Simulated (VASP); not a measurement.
# Be (I4/mmm) in VASP: further runs

The runs below take Be through single point, relaxation of cell and atoms, with PBE.

Program: VASP 6.6.1. These are calculated values, not measurements. Logs are shortened: lines on timing, memory, paths and dates and some standing lists are left out, and cuts for length are marked.

## Step 1: The cell of the first run

The structure is tetragonal, space group I4/mmm (No. 139). The conventional cell has a = 3.543 Å, b = 3.543 Å, c = 3.884 Å, α = 90.00°, β = 90.00°, γ = 90.00°. Within 2.4 Å of Be (site symmetry 4/mmm) lie 4 Be at 1.77 Å. Within 2.4 Å of Be (site symmetry mmm) lie 4 Be at 1.77 to 1.94 Å.

## Step 2: Single point, PBE

INCAR

```
PREC     = Accurate       # precision mode
ENCUT    = 520            # plane-wave cutoff, eV
EDIFF    = 1E-6           # SCF threshold, eV
ISMEAR   = 0              # smearing method
SIGMA    = 0.1            # smearing width, eV
LREAL    = F              # projectors in reciprocal space
LASPH    = T              # aspherical terms in the spheres
NELM     = 80             # most SCF steps
ALGO     = Normal         # electronic algorithm
ISIF     = 2              # what is computed and relaxed
LWAVE    = F              # write WAVECAR
LCHARG   = T              # write CHGCAR
GGA      = PE             # functional
LELF     = T              # ELF
LVHAR    = T            
NBANDS   = 10             # bands
```

KPOINTS

```
regular mesh
0
Gamma
  6 6 6
```

POSCAR

```
Be
1.0
   -1.7713539900      1.7713539900      1.9419542200
    1.7713539900     -1.7713539900      1.9419542200
    1.7713539900      1.7713539900     -1.9419542200
Be
3
Direct
    0.0000000000      0.0000000000      0.0000000000
    0.5000000000      0.0000000000      0.5000000000
    0.0000000000      0.5000000000      0.5000000000
```

Potentials or basis: VASP PAW PBE potentials, release 64 (Be).

Run with:

```sh
$ cat potpaw_PBE.64/Be/POTCAR > POTCAR
$ mpirun -np 1 vasp_std > vasp.out
```

OUTCAR:

```text
PREC = Accurate
   ENCUT = 520
   EDIFF = 1E-6
   ISMEAR = 0
   LREAL = F
   LASPH = T
   NELM = 80
   ISIF = 2
   GGA = PE

 ion  position               nearest neighbor table
   1  0.000  0.000  0.000-   2 1.77   3 1.77   3 1.77   2 1.77
   2  0.500  0.000  0.500-   1 1.77   1 1.77   3 1.94   3 1.94
   3  0.000  0.500  0.500-   1 1.77   1 1.77   2 1.94   2 1.94

  LATTYP: Found a body centered tetragonal cell.
 ALAT       =     3.5427079800
 C/A-ratio  =     1.0963106364

  Lattice vectors:

 A1 = (  -1.7713539900,   1.7713539900,   1.9419542200)
 A2 = (   1.7713539900,  -1.7713539900,   1.9419542200)
 A3 = (   1.7713539900,   1.7713539900,  -1.9419542200)

Analysis of symmetry for initial positions (statically):
=====================================================================
 Subroutine PRICEL returns:
 Original cell was already a primitive cell.

 Routine SETGRP: Setting up the symmetry group for a
 body centered tetragonal supercell.

 Subroutine GETGRP returns: Found 16 space group operations
 (whereof 16 operations were pure point group operations)
 out of a pool of 16 trial point group operations.

The static configuration has the point symmetry D_4h.

Analysis of symmetry for dynamics (positions and initial velocities):
=====================================================================
 Subroutine PRICEL returns:
 Original cell was already a primitive cell.

 Routine SETGRP: Setting up the symmetry group for a
 body centered tetragonal supercell.

 Subroutine GETGRP returns: Found 16 space group operations
 (whereof 16 operations were pure point group operations)
 out of a pool of 16 trial point group operations.

The dynamic configuration has the point symmetry D_4h.

 Subroutine INISYM returns: Found 16 space group operations
 (whereof 16 operations are pure point group operations),
 and found     1 'primitive' translations

----------------------------------------------------------------------------------------

                                     Primitive cell

  volume of cell :      24.3730

  direct lattice vectors                    reciprocal lattice vectors
    -1.771353990  1.771353990  1.941954220     0.000000000  0.282269949  0.257472599
     1.771353990 -1.771353990  1.941954220     0.282269949  0.000000000  0.257472599
     1.771353990  1.771353990 -1.941954220     0.282269949  0.282269949  0.000000000

  length of vectors
     3.169633434  3.169633434  3.169633434     0.382058193  0.382058193  0.399189990

  position of ions in fractional coordinates (direct lattice)
     0.000000000  0.000000000  0.000000000
     0.500000000  0.000000000  0.500000000
     0.000000000  0.500000000  0.500000000

  ion indices of the primitive-cell ions
   primitive index   ion index
                 1           1
                 2           2
                 3           3

----------------------------------------------------------------------------------------

 KPOINTS: regular mesh

Automatic generation of k-mesh.
 Grid dimensions read from file:
 generate k-points for:    6    6    6

 Generating k-lattice:

  Cartesian coordinates                     Fractional coordinates (reciprocal lattice)
     0.000000000  0.047044991  0.042912100     0.166666667  0.000000000 -0.000000000
     0.047044991  0.000000000  0.042912100     0.000000000  0.166666667 -0.000000000
     0.047044991  0.047044991  0.000000000     0.000000000  0.000000000  0.166666667

  Length of vectors
     0.063676366  0.063676366  0.066531665

  Shift w.r.t. Gamma in fractional coordinates (k-lattice)
     0.000000000  0.000000000  0.000000000

 Subroutine IBZKPT returns following result:
 ===========================================

 Found     30 irreducible k-points:

 Following reciprocal coordinates:
            Coordinates               Weight
  0.000000  0.000000  0.000000      1.000000
  0.166667  0.000000 -0.000000      8.000000
  0.333333  0.000000 -0.000000      8.000000
  0.500000  0.000000 -0.000000      4.000000
  0.166667  0.166667  0.000000      8.000000
  0.333333  0.166667 -0.000000     16.000000
[... 16 lines left out ...]
 -0.333333 -0.333333  0.166667      8.000000
 -0.166667 -0.333333  0.166667      8.000000
 [... further k-points ...]
   k-points           NKPTS =     30   k-points in BZ     NKDIM =     30   number of bands    NBANDS=     10
   number of dos      NEDOS =    301   number of ions     NIONS =      3
   total plane-waves  NPLWV =  13824
   dimension x,y,z NGX =    24 NGY =   24 NGZ =   24
   dimension x,y,z NGXF=    48 NGYF=   48 NGZF=   48
   ions per type =               3
   NGX,Y,Z   is equivalent  to a cutoff of  12.59, 12.59, 12.59 a.u.
   NGXF,Y,Z  is equivalent  to a cutoff of  25.18, 25.18, 25.18 a.u.
 SYSTEM =  unknown system
   PREC   = accura    normal or accurate (medium, high low for compatibility)
   ISTART =      0    job   : 0-new  1-cont  2-samecut
   ICHARG =      2    charge: 1-file 2-atom 10-const
   ISPIN  =      1    spin polarized calculation?
   LNONCOLLINEAR =      F non collinear calculations
   LSORBIT =      F    spin-orbit coupling
   LASPH  =      T    aspherical Exc in radial PAW
   ENCUT  =  520.0 eV  38.22 Ry    6.18 a.u.   5.89  5.89  5.89*2*pi/ulx,y,z
   NELM   =     80;   NELMIN=  2; NELMDL= -5     # of ELM steps
   EDIFF  = 0.1E-05   stopping-criterion for ELM
   LREAL  =      F    real-space projection
   EDIFFG = 0.1E-04   stopping-criterion for IOM
   NSW    =      0    number of steps for IOM
   IBRION =     -1    ionic relax: 0-MD 1-quasi-New 2-CG
   NFREE  =      0    steps in history (QN), initial steepest desc. (CG)
   ISIF   =      2    stress and relaxation
   ISYM   =      2    0-nonsym 1-usesym 2-fastsym
   POTIM  = 0.5000    time-step for ionic-motion
   TEBEG  =    0.0;   TEEND  =   0.0 temperature during run
   PSTRESS=    0.0 pullay stress
   NELECT =       6.0000    total number of electrons
   NUPDOWN=      -1.0000    fix difference up-down
   EMIN   =  10.00;   EMAX   =-10.00  energy-range for DOS
   EFERMI =   0.00;   METHOD = LEGACY
   ISMEAR =     0;   SIGMA  =   0.10  broadening in eV -4-tet -1-fermi 0-gaus
   EFERMI_NEDOS =   21; number of points for ismear=-14 and -15
   IALGO  =     38    algorithm
   IMIX   =      4    mixing-type and parameters
     AMIX     =   0.40;   BMIX     =  1.00
     AMIX_MAG =   1.60;   BMIX_MAG =  1.00
  volume/ion in A,a.u.               =       8.12        54.83
  Fermi-wavevector in a.u.,A,eV,Ry     =   1.026019  1.938895 14.323053  1.052715
  Thomas-Fermi vector in A             =   2.159890
   LORBIT       =      0    0 simple, 1 ext, 2 COOP (PROOUT), +10 PAW based schemes
   GGA     = PE    functional components
   LHFCALC =     F    Hartree Fock is set to
   AEXX    =    0.0000 exact exchange contribution
   IVDW    =     0    specifies the selected vdW correction
   LEPSILON=     F    determine dielectric tensor
   LRPA    =     F    only Hartree local field effects (RPA)
 non-spin polarized calculation
 Gauss-broadening in eV      SIGMA  =   0.10
  energy-cutoff  :      520.00
  volume of cell :       24.37
 maximum number of plane-waves:       676
   NGX = 11   NGY = 11   NGZ = 11

 number of electron       6.0000000 magnetization

 Free energy of the ion-electron system (eV)
  ---------------------------------------------------
  ext. energy  EPLUGINS =         0.00000000
  ---------------------------------------------------
  free energy    TOTEN  =        -7.74201869 eV

  energy without entropy =       -7.73937611  energy(sigma->0) =       -7.74069740

 E-fermi :   6.0974     XC(G=0): -10.3837

 val. band max:        6.0622356325   @ k =  -0.1667   0.1667   0.1667
 cond. band min:       6.2527081917   @ k =   0.5000   0.5000   0.3333
 fundamental gap:      0.1904725592
 Fermi energy:         6.0973905808

 k-point     1 :       0.0000    0.0000    0.0000
  band No.  band energies     occupation
      1      -4.3195      2.00000
      2       7.3771      0.00000
      3       7.3771      0.00000
      4       8.3284      0.00000
      5      12.9382      0.00000
      6      13.4876      0.00000
      7      13.4876      0.00000
      8      16.1135      0.00000
      9      16.1135      0.00000
     10      17.5287      0.00000

 k-point     2 :       0.1667    0.0000   -0.0000
  band No.  band energies     occupation
      1      -3.8782      2.00000
      2       6.0433      1.55563
      3       6.7330      0.00000
      4       8.3717      0.00000
      5      11.4608      0.00000
      6      11.7752      0.00000
      7      13.3909      0.00000
      8      18.0563      0.00000
      9      18.5554      0.00000
     10      20.2523      0.00000

 k-point     3 :       0.3333    0.0000   -0.0000
  band No.  band energies     occupation
      1      -2.5500      2.00000
      2       2.7131      2.00000
      3       5.7700      2.00000
      4       9.4327      0.00000
      5      10.0825      0.00000
      6      10.5919      0.00000
      7      13.4236      0.00000
      8      19.5826      0.00000
      9      20.6966      0.00000
     10      20.9915      0.00000

 k-point     4 :       0.5000    0.0000   -0.0000
  band No.  band energies     occupation
      1      -0.4826      2.00000
      2      -0.1689      2.00000
      3       5.3823      2.00000
      4       9.4898      0.00000
      5      10.3091      0.00000
      6      10.3403      0.00000
      7      13.1164      0.00000
      8      18.8690      0.00000
      9      21.2026      0.00000
     10      21.4916      0.00000

 k-point     5 :       0.1667    0.1667    0.0000
  band No.  band energies     occupation
      1      -3.0319      2.00000
      2       4.5955      2.00000
      3       4.7540      2.00000
      4       9.0242      0.00000
      5       9.3373      0.00000
      6      12.9336      0.00000
      7      14.0704      0.00000
      8      18.3778      0.00000
      9      19.8135      0.00000
     10      20.0948      0.00000

 k-point     6 :       0.3333    0.1667   -0.0000
  band No.  band energies     occupation
      1      -1.2926      2.00000
      2       1.5435      2.00000
      3       3.9938      2.00000
      4       7.8102      0.00000
      5      10.7353      0.00000
      6      12.7439      0.00000
      7      14.1229      0.00000
      8      17.8556      0.00000
      9      19.9806      0.00000
     10      20.7501      0.00000
[... 183 lines left out ...]
 k-point    21 :      -0.3333    0.5000    0.1667
  band No.  band energies     occupation
      1      -0.1732      2.00000
      2       1.6399      2.00000
      3       2.3679      2.00000
      4       7.8795      0.00000
      5       9.9981      0.00000
      6      11.5305      0.00000
      7      14.7319      0.00000
      8      15.5882      0.00000
      9      18.9786      0.00000
     10      24.5843      0.00000

 k-point    22 :      -0.1667    0.5000    0.1667
  band No.  band energies     occupation
      1      -0.2245      2.00000
      2       0.2546      2.00000
      3       4.0087      2.00000
      4       8.9441      0.00000
      5      10.6423      0.00000
      6      11.8162      0.00000
      7      11.9225      0.00000
      8      16.5314      0.00000
      9      20.2183      0.00000
     10      23.3782      0.00000

 k-point    23 :      -0.3333   -0.3333    0.1667
  band No.  band energies     occupation
      1      -0.7091      2.00000
      2       2.2016      2.00000
      3       2.2486      2.00000
      4       9.5627      0.00000
      5       9.6851      0.00000
      6      10.5716      0.00000
      7      14.1568      0.00000
      8      16.1838      0.00000
      9      19.2140      0.00000
     10      24.4860      0.00000

 k-point    24 :      -0.1667   -0.3333    0.1667
  band No.  band energies     occupation
      1      -2.2948      2.00000
      2       3.0498      2.00000
      3       4.3110      2.00000
      4       8.7474      0.00000
      5      10.5309      0.00000
      6      12.6265      0.00000
      7      12.9660      0.00000
      8      15.6874      0.00000
      9      21.0815      0.00000
     10      22.1053      0.00000

 [... further k-points ...]
[... 5 lines left out ...]
  --------------------------------------------------------------------------------------
  -------------------------------------------------------------------------------------
  Total        7.7114767      7.7114767     -0.6158051      0.0000000      0.0000000     -0.0000000
  in kB      506.9188399    506.9188399    -40.4803435      0.0000000      0.0000000     -0.0000000
  external PRESSURE =     324.4524455 kB  Pullay stress =       0.0000000 kB

 VOLUME and BASIS-vectors are now :
 -----------------------------------------------------------------------------
  energy-cutoff  :      520.00
  volume of cell :       24.37
      direct lattice vectors                 reciprocal lattice vectors
    -1.771353990  1.771353990  1.941954220     0.000000000  0.282269949  0.257472599
     1.771353990 -1.771353990  1.941954220     0.282269949  0.000000000  0.257472599
     1.771353990  1.771353990 -1.941954220     0.282269949  0.282269949  0.000000000

 POSITION                                       TOTAL-FORCE (eV/Angst)
 -----------------------------------------------------------------------------------
      0.00000      0.00000      0.00000         0.000000     -0.000000     -0.000000
      0.00000      1.77135      0.00000        -0.000000      0.000000      0.000000
      1.77135      0.00000      0.00000        -0.000000     -0.000000      0.000000
 -----------------------------------------------------------------------------------
    total drift:                               -0.000000      0.000000      0.000000

  FREE ENERGIE OF THE ION-ELECTRON SYSTEM (eV)
  ---------------------------------------------------
  free  energy   TOTEN  =        -7.7420186908 eV

  energy  without entropy=       -7.7393761074  energy(sigma->0) =       -7.74069740
```

Run time: 7.1 s. Hardware: 1 thread of AMD EPYC 7R43 (Zen 3), shared host; peak memory 0.1 GiB.

What came out:

```
Free energy            : -7.7420 eV
Pressure               : 32.4 GPa
Band gap on the k mesh : zero (band 3 reaches 7.38 eV, above the bottom of band 4 at 3.77 eV)
```

Levels at points of the mesh, in eV from the Fermi level:
| k point | band 1 | band 2 | band 3 | band 4 | band 5 | band 6 |
| --- | --- | --- | --- | --- | --- | --- |
| (0.00, 0.00, 0.00) | -10.42 | 1.28 | 1.28 | 2.23 | 6.84 | 7.39 |
| (0.50, 0.00, 0.00) | -6.58 | -6.27 | -0.72 | 3.39 | 4.21 | 4.24 |
| (0.50, 0.50, 0.00) | -6.26 | -5.87 | -0.73 | 2.28 | 2.51 | 2.88 |
| (0.50, 0.50, 0.50) | -5.01 | -4.11 | -4.11 | -0.13 | 1.85 | 3.17 |

Caveat: the k points lie up to 0.42 Å⁻¹ apart.

## Step 3: Relaxation of cell and atoms, PBE

INCAR

```
PREC     = Accurate       # precision mode
ENCUT    = 600            # plane-wave cutoff, eV
EDIFF    = 1E-6           # SCF threshold, eV
ISMEAR   = 0              # smearing method
SIGMA    = 0.1            # smearing width, eV
LREAL    = False          # projectors in reciprocal space
LASPH    = True           # aspherical terms in the spheres
NELM     = 100            # most SCF steps
ALGO     = Normal         # electronic algorithm
ISIF     = 3              # what is computed and relaxed
LWAVE    = False          # write WAVECAR
LCHARG   = False          # write CHGCAR
GGA      = PE             # functional
IBRION   = 2              # ionic algorithm
NSW      = 90             # ionic steps
EDIFFG   = -0.04          # ionic threshold
```

KPOINTS is that of step 2.

POSCAR is that of step 2.

Potentials or basis: VASP PAW PBE potentials, release 64 (Be).

Run with:

```sh
$ cat potpaw_PBE.64/Be/POTCAR > POTCAR
$ mpirun -np 1 vasp_std > vasp.out
```

Wall time 20 s (1 thread of AMD EPYC 7R43 (Zen 3), shared host); peak memory 0.11 GiB.

Results (log left out):

| Property | Result |
| --- | --- |
| Free energy | -8.5854 eV |
| Relaxed volume | 10.62 Å³/atom |
| Relaxed cell | a = 3.459 Å, b = 3.459 Å, c = 3.459 Å, α = 109.51°, β = 109.51°, γ = 109.39° |
| Space group after relaxing (to 0.05 Å) | Im-3m (No. 229) |
| Energy gained by relaxing | 281.1 meV/atom |
| Ionic steps | 5 |
| Pressure after relaxing | 0.1 GPa |
| Band gap on the k mesh | zero (band 3 reaches 5.51 eV, above the bottom of band 4 at 2.61 eV) |

Stress tensor (GPa, compression positive):
```
 0.30  0.00  0.00
 0.00  0.30  0.00
 0.00  0.00 -0.17
```

The path:
```
step  energy change (eV)  largest force (eV/Å)  pressure (GPa)  volume (Å³)
   1              0.0000                0.0000           32.45        24.37
   2             -0.7997                0.0000            3.72        30.49
   3             -0.8008                0.0000            4.39        30.21
   4             -0.8431                0.0000            0.48        31.70
   5             -0.8434                0.0000            0.14        31.85
```

Final structure:
```
Be
1.0
    -1.99592    1.99592    1.99884
     1.99592   -1.99592    1.99884
     1.99592    1.99592   -1.99884
Be
3
Cartesian
  0.0000 0.0000 0.0000
  0.0000 1.9959 0.0000
  1.9959 0.0000 0.0000
```

Levels at points of the mesh, in eV from the Fermi level:
```tsv
k point	band 1	band 2	band 3	band 4	band 5	band 6
(0.00, 0.00, 0.00)	-9.13	1.34	1.34	1.35	5.99	5.99
(0.50, 0.00, 0.00)	-5.57	-5.47	-0.54	2.68	2.86	2.92
(0.50, 0.50, 0.00)	-5.56	-5.47	-0.54	2.66	2.85	2.90
(0.50, 0.50, 0.50)	-3.49	-3.48	-3.48	-0.23	-0.20	2.56
```

Caveat: the k points lie up to 0.37 Å⁻¹ apart in the final cell; the volume moved by over 15 % at a fixed basis, so the end points are rough.
